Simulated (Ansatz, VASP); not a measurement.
Au: VASP beside Ansatz

File INCAR:

```
SYSTEM = Au
PREC = Accurate ; ENCUT = 500
EDIFF = 1E-6 ; ISMEAR = -1
SIGMA = 0.025 ; LREAL = .False.
LASPH = .True. ; NELM = 200
ALGO = Normal ; ISIF = 2
LWAVE = .False. ; LCHARG = .False.
ISPIN = 2 ; MAGMOM = -0.11
LORBIT = 11 ; LMAXMIX = 4
GGA = RP ; IVDW = 13
NBANDS = 16 ; GGA_COMPAT = .False.
```

File KPOINTS:

```
regular mesh
0
Gamma
  11 11 11
  0 0 0
```

File POSCAR:

```
Au
1.0
    0.0000000000      2.0749120936      2.0749120936
    2.0749120936      0.0000000000      2.0749120936
    2.0749120936      2.0749120936      0.0000000000
Au
1
Direct
    0.0000000000      0.0000000000      0.0000000000
```

File input.yaml:

```yaml
crystal:
  lattice:
    - [0.0, 2.0749120936, 2.0749120936]
    - [2.0749120936, 0.0, 2.0749120936]
    - [2.0749120936, 2.0749120936, 0.0]
  atoms:
    - { symbol: Au, position: [0.0, 0.0, 0.0], spin: -0.11 }
kpoints:
  mp_grid: { grid: [11, 11, 11] }
scf:
  occupations: { method: fermi_dirac, width: 0.025 }
hamiltonian:
  xc: rpbe
  dispersion: d4
  pseudopotentials:
    kind: all_electron
    lapw: { basis_error: 0.0005, small_component_spin: dirac_moment }
magnetization:
  spin_polarized: true
output:
  forces: true
  stress: true
  eigenvalues: true
```

Change from the starting cell: volume scaled by 1.06.

Alike in both runs: task single point; functional RPBE; dispersion D4; k mesh 11 × 11 × 11; occupations fermi-dirac, width 0.025 eV; collinear spin.

|  | VASP | Ansatz |
| --- | --- | --- |
| version | VASP 6.6.1 | Ansatz 0.2.0 |
| potentials or method | VASP PAW PBE potentials, release 64 (Au), cutoff 500 eV | all-electron LAPW, Dirac moment of small components |

VASP gave:

- gap on the k mesh at the Fermi level (eV): none
- pressure (GPa): -5.9
- net moment per atom (μB): 0.00

Problem. What did Ansatz give for the same quantities?

Solution. gap on the k mesh at the Fermi level (eV): none; pressure (GPa): -5.7; net moment per atom (μB): 0.00.

VASP's potentials were made for PBE, not for RPBE. A gap of «none» marks a metal or a gap that the smearing closes. Ansatz ran all-electron here, and VASP with PAW potentials.

Spin-orbit coupling is off throughout.
